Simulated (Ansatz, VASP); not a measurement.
# Two plane-wave programs on BaTiO3

```
Ba Ti O
1.0
     3.99980    0.00000    0.00000
     0.00000    3.99980    0.00000
     0.00000    0.00000    4.01800
Ba Ti O
1 1 3
Direct
  0.00000 0.00000 0.00000
  0.50000 0.50000 0.49000
  0.50000 0.50000 0.01900
  0.50000 0.00000 0.51700
  0.00000 0.50000 0.51700
```

Alike in both runs: task single point; functional PBE; k mesh 5 × 5 × 5; occupations fermi-dirac, width 0.02 eV; collinear spin.

```csv
,VASP,Ansatz
version,VASP 6.6.1,Ansatz 0.2.0
potentials or method,"VASP PAW PBE potentials, release 64 (Ba_sv, Ti_sv, O), cutoff 520 eV","PAW, plane waves, scalar-relativistic"
valence electrons in the cell,40,40
```

```csv
,VASP,Ansatz,Ansatz less VASP
pressure (GPa),4.2,2.4,-1.79
"traceless stress, the component that is largest in VASP (GPa)",0.64,0.60,-0.036
rms of the force components (eV/Å),0.092,0.099,+0.0076
net moment per atom (μB),0.00,0.00,0.000
```

Atom by atom the forces differ by 0.016 eV/Å (rms over components). With one functional, cell and mesh, what is left measures potentials, basis and numerics. Ansatz's warnings: seeded moment not kept.

Spin-orbit coupling is off throughout.
